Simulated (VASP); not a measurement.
# ZnS (P3m1) in VASP: notebook, part 2 of 2

VASP 6.6.1.

### 3 Single point, PBE

Input file INCAR:

```
SYSTEM = ZnS
ALGO = Normal
EDIFF = 1E-6
ENCUT = 520
GGA = PE
ISIF = 2
ISMEAR = -1
LASPH = .True.
LCHARG = .False.
LREAL = .False.
LWAVE = .False.
NBANDS = 26
NELM = 100
PREC = Accurate
SIGMA = 0.02
```

Input file KPOINTS:

```
k-points
0
Gamma
  10 10 6
  0 0 0
```

Input file POSCAR:

```
ZnS
1.0
    3.8057964671      0.0000000000      0.0000000000
   -1.9028982335      3.2959164221      0.0000000000
    0.0000000000      0.0000000000      6.2379816300
Zn S
2 2
Direct
    0.3333333300      0.6666666700      0.0001396800
    0.6666666700      0.3333333300      0.5001396800
    0.3333333300      0.6666666700      0.3732572374
    0.6666666700      0.3333333300      0.8748603200
```

Potentials or basis: VASP PAW PBE potentials, release 64 (Zn, S).

The run is started by

```console
cat potpaw_PBE.64/Zn/POTCAR potpaw_PBE.64/S/POTCAR > POTCAR
mpirun -np 1 vasp_std > vasp.out
```

OUTCAR:

```text
SYSTEM = ZnS
   EDIFF = 1E-6
   ENCUT = 520
   GGA = PE
   ISIF = 2
   ISMEAR = -1
   LASPH = .True.
   LREAL = .False.
   NELM = 100
   PREC = Accurate

 ion  position               nearest neighbor table
   1  0.333  0.667  0.000-   3 2.33   4 2.33   4 2.33   4 2.33
   2  0.667  0.333  0.500-   3 2.34   3 2.34   3 2.34   4 2.34
   3  0.333  0.667  0.373-   1 2.33   2 2.34   2 2.34   2 2.34
   4  0.667  0.333  0.875-   1 2.33   1 2.33   1 2.33   2 2.34

  LATTYP: Found a hexagonal cell.
 ALAT       =     3.8057964671
 C/A-ratio  =     1.6390738927

  Lattice vectors:

 A1 = (   3.8057964671,   0.0000000000,   0.0000000000)
 A2 = (  -1.9028982335,   3.2959164221,   0.0000000000)
 A3 = (   0.0000000000,   0.0000000000,   6.2379816300)

Analysis of symmetry for initial positions (statically):
=====================================================================
 Subroutine PRICEL returns:
 Original cell was already a primitive cell.

 Routine SETGRP: Setting up the symmetry group for a
 hexagonal supercell.

 Subroutine GETGRP returns: Found  6 space group operations
 (whereof  6 operations were pure point group operations)
 out of a pool of 24 trial point group operations.

The static configuration has the point symmetry C_3v.

Analysis of symmetry for dynamics (positions and initial velocities):
=====================================================================
 Subroutine PRICEL returns:
 Original cell was already a primitive cell.

 Routine SETGRP: Setting up the symmetry group for a
 hexagonal supercell.

 Subroutine GETGRP returns: Found  6 space group operations
 (whereof  6 operations were pure point group operations)
 out of a pool of 24 trial point group operations.

The dynamic configuration has the point symmetry C_3v.

 Subroutine INISYM returns: Found  6 space group operations
 (whereof  6 operations are pure point group operations),
 and found     1 'primitive' translations

----------------------------------------------------------------------------------------
[... 117 lines left out ...]
     AMIX_MAG =   1.60;   BMIX_MAG =  1.00
  volume/ion in A,a.u.               =      19.56       132.01
  Fermi-wavevector in a.u.,A,eV,Ry     =   1.263825  2.388284 21.731966  1.597254
  Thomas-Fermi vector in A             =   2.397162
   LORBIT       =      0    0 simple, 1 ext, 2 COOP (PROOUT), +10 PAW based schemes
   GGA     = PE    functional components
   LHFCALC =     F    Hartree Fock is set to
   AEXX    =    0.0000 exact exchange contribution
   IVDW    =     0    specifies the selected vdW correction
   LEPSILON=     F    determine dielectric tensor
   LRPA    =     F    only Hartree local field effects (RPA)
 non-spin polarized calculation
  energy-cutoff  :      520.00
  volume of cell :       78.25
 maximum number of plane-waves:      2132
   NGX = 15   NGY = 15   NGZ = 23

 number of electron      35.9999976 magnetization

 Free energy of the ion-electron system (eV)
  ---------------------------------------------------
  ext. energy  EPLUGINS =         0.00000000
  ---------------------------------------------------
  free energy    TOTEN  =       -13.67290788 eV

  energy without entropy =      -13.67290788  energy(sigma->0) =      -13.67290788

 E-fermi :   2.6359     XC(G=0):  -9.6638

 val. band max:        2.2047979853   @ k =   0.0000   0.0000   0.0000
 cond. band min:       4.4273147173   @ k =   0.0000   0.0000   0.0000
 fundamental gap:      2.2225167320
 Fermi energy:         2.6359145221

 k-point     1 :       0.0000    0.0000    0.0000
  band No.  band energies     occupation
      1     -11.0210      2.00000
      2     -10.0720      2.00000
      3      -4.1773      2.00000
      4      -4.1592      2.00000
      5      -4.1592      2.00000
      6      -4.0742      2.00000
[... 685 lines left out ...]
     25      11.8363      0.00000
     26      13.4853      0.00000

 [... further k-points ...]

------------------------ aborting loop because EDIFF is reached ----------------------------------------

  FORCE on cell =-STRESS in cart. coord.  units (eV):
  Direction    XX          YY          ZZ          XY          YZ          ZX
  --------------------------------------------------------------------------------------
  -------------------------------------------------------------------------------------
  Total        1.1789276      1.1789276      1.3183364      0.0000000      0.0000000      0.0000000
  in kB       24.1397004     24.1397004     26.9942335      0.0000000      0.0000000      0.0000000
  external PRESSURE =      25.0912115 kB  Pullay stress =       0.0000000 kB

 VOLUME and BASIS-vectors are now :
 -----------------------------------------------------------------------------
  energy-cutoff  :      520.00
  volume of cell :       78.25
      direct lattice vectors                 reciprocal lattice vectors
     3.805796467  0.000000000  0.000000000     0.262757089  0.151702876  0.000000000
    -1.902898233  3.295916422  0.000000000     0.000000000  0.303405752  0.000000000
     0.000000000  0.000000000  6.237981630     0.000000000  0.000000000  0.160308263

 POSITION                                       TOTAL-FORCE (eV/Angst)
 -----------------------------------------------------------------------------------
     -0.00000      2.19728      0.00087        -0.000000      0.000000     -0.031502
      1.90290      1.09864      3.11986         0.000000     -0.000000     -0.006486
     -0.00000      2.19728      2.32837         0.000000     -0.000000      0.084712
      1.90290      1.09864      5.45736        -0.000000      0.000000     -0.046724
 -----------------------------------------------------------------------------------
    total drift:                               -0.000000     -0.000001      0.000113

  FREE ENERGIE OF THE ION-ELECTRON SYSTEM (eV)
  ---------------------------------------------------
  free  energy   TOTEN  =       -13.6729078753 eV

  energy  without entropy=      -13.6729078753  energy(sigma->0) =      -13.67290788
```

OSZICAR:

```text
N       E                     dE             d eps       ncg     rms          rms(c)
DAV:   1     0.244255246845E+03    0.24426E+03   -0.17100E+04  3744   0.167E+03
DAV:   2     0.100944720572E+02   -0.23416E+03   -0.22410E+03  3794   0.350E+02
DAV:   3    -0.139378376364E+02   -0.24032E+02   -0.23783E+02  4524   0.111E+02
DAV:   4    -0.145200982670E+02   -0.58226E+00   -0.58089E+00  4342   0.174E+01
DAV:   5    -0.145289254516E+02   -0.88272E-02   -0.88244E-02  4550   0.213E+00    0.991E+00
DAV:   6    -0.136829660083E+02    0.84596E+00   -0.16369E+00  5618   0.371E+01    0.761E+00
DAV:   7    -0.136788961190E+02    0.40699E-02   -0.12493E+00  3958   0.655E+00    0.346E+00
DAV:   8    -0.136721057170E+02    0.67904E-02   -0.35020E-02  4656   0.176E+00    0.981E-01
DAV:   9    -0.136725501635E+02   -0.44445E-03   -0.93834E-03  5094   0.130E+00    0.232E-01
DAV:  10    -0.136726895301E+02   -0.13937E-03   -0.58492E-04  4376   0.335E-01    0.954E-02
DAV:  11    -0.136729048923E+02   -0.21536E-03   -0.33191E-04  3868   0.133E-01    0.549E-02
DAV:  12    -0.136729045917E+02    0.30064E-06   -0.14711E-05  4602   0.655E-02    0.902E-03
DAV:  13    -0.136729072030E+02   -0.26113E-05   -0.28885E-06  3742   0.258E-02    0.654E-03
DAV:  14    -0.136729078753E+02   -0.67238E-06   -0.14617E-06  3354   0.151E-02
   1 F= -.13672908E+02 E0= -.13672908E+02  d E =-.150085E-11
```

stdout:

```text
POSCAR found type information on POSCAR ZnS
 POSCAR found :  2 types and       4 ions
 scaLAPACK will be used
 LDA part: xc-table for (Slater+PW92), standard interpolation
 POSCAR, INCAR and KPOINTS ok, starting setup
 FFT: planning ... GRIDC
 FFT: planning ... GRID_SOFT
 FFT: planning ... GRID
 WAVECAR not read
 entering main loop
```

It took 47 s on 1 thread of Intel Xeon 6975P-C (Granite Rapids), shared host; peak memory 0.26 GiB.

What came out:

| Quantity | Value |
| --- | --- |
| Free energy | -13.6729 eV |
| Pressure | 2.5 GPa |
| Largest force | 0.085 eV/Å |
| Band gap on the k mesh | 2.22 eV |

Forces in eV/Å, atoms in the order of the input:
```
Zn   0.000  0.000 -0.032
Zn   0.000  0.000 -0.006
S    0.000  0.000  0.085
S    0.000  0.000 -0.047
```

Levels at points of the mesh, in eV from the valence-band top:
```tsv
k point	band 16	band 17	band 18	band 19	band 20	band 21
(0.00, 0.00, 0.00)	-0.08	0.00	0.00	2.22	3.11	6.31
(0.50, 0.00, 0.00)	-2.25	-1.70	-0.89	3.66	4.26	5.11
(0.00, 0.00, 0.50)	-0.48	-0.47	-0.47	3.57	3.58	6.76
(0.50, 0.00, 0.50)	-1.64	-1.63	-1.61	3.54	3.56	5.21
```
